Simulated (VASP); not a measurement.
A run of VASP 6.6.1 is set up as follows.

The input INCAR:

```
ALGO = Normal
EDIFF = 1E-6
ENCUT = 520
GGA = PE
ISIF = 2
ISMEAR = 0
LASPH = T
LCHARG = F
LREAL = F
LWAVE = F
NBANDS = 14
NELM = 100
PREC = Accurate
SIGMA = 0.05
```

File KPOINTS:

```
k-points
0
Gamma
  6 6 6
```

POSCAR

```
NaCl
1.0
    3.4146352500      0.0000000000      0.0000000000
    0.0000000000      3.4146352500      0.0000000000
    0.0000000000      0.0000000000      3.5021900000
Na Cl
1 1
Direct
    0.0000000000      0.0000000000      0.0000000000
    0.5000000000      0.5000000000      0.5000000000
```

Potentials or basis: VASP PAW PBE potentials, release 64 (Na_pv, Cl).

Command:

```bash
$ cat potpaw_PBE.64/Na_pv/POTCAR potpaw_PBE.64/Cl/POTCAR > POTCAR
$ mpirun -np 1 vasp_std > vasp.out
```

(1) What does it give for the pressure?

(2) Estimate the band gap on the k mesh.

Results:

(1) 1.6 GPa.

(2) 4.09 eV, indirect (least direct gap 4.60 eV).

Caveat: the cell differs from its parent crystal (strain -0.025 along x and y, +0.000 along z).
